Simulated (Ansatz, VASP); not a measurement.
Two plane-wave programs on Li5NbO5

```
Li Nb O
1.0
     4.82426   -2.00399    0.00325
     4.82426    2.00399    0.00325
    -1.86040    0.00000    5.46899
Li Nb O
5 1 5
Cartesian
  6.2232 0.0000 1.8819
  5.0592 0.0000 4.7193
  -0.9302 0.0000 2.7345
  2.7289 0.0000 0.7561
  1.5649 0.0000 3.5936
  0.0000 0.0000 0.0000
  7.9127 0.0000 0.9562
  6.8590 0.0000 3.7341
  4.8243 0.0000 0.0032
  0.9291 0.0000 1.7413
  -0.1246 0.0000 4.5192
```

Alike in both runs: task single point; functional PBEsol; k mesh 6 × 6 × 4; occupations gaussian, width 0.05 eV; no spin polarisation.

|  | VASP | Ansatz |
| --- | --- | --- |
| version | VASP 6.6.1 | Ansatz 0.2.0 |
| potentials or method | VASP PAW PBE potentials, release 64 (Li_sv, Nb_sv, O), cutoff 520 eV | scalar-relativistic, plane waves, PAW |
| valence electrons in the cell | 58 | 58 |

```csv
,VASP,Ansatz,Ansatz less VASP
gap on the k mesh at the Fermi level (eV),3.18,3.19,+0.016
least direct gap on the mesh (eV),3.21,3.23,+0.014
rms of the force components (eV/Å),0.011,0.001,-0.0108
```

VASP's potentials were made for PBE, not for PBEsol. Atom by atom the forces differ by 0.011 eV/Å (rms over components).

Noted on VASP's run: the cutoff is short for stress, so the pressure is rough.
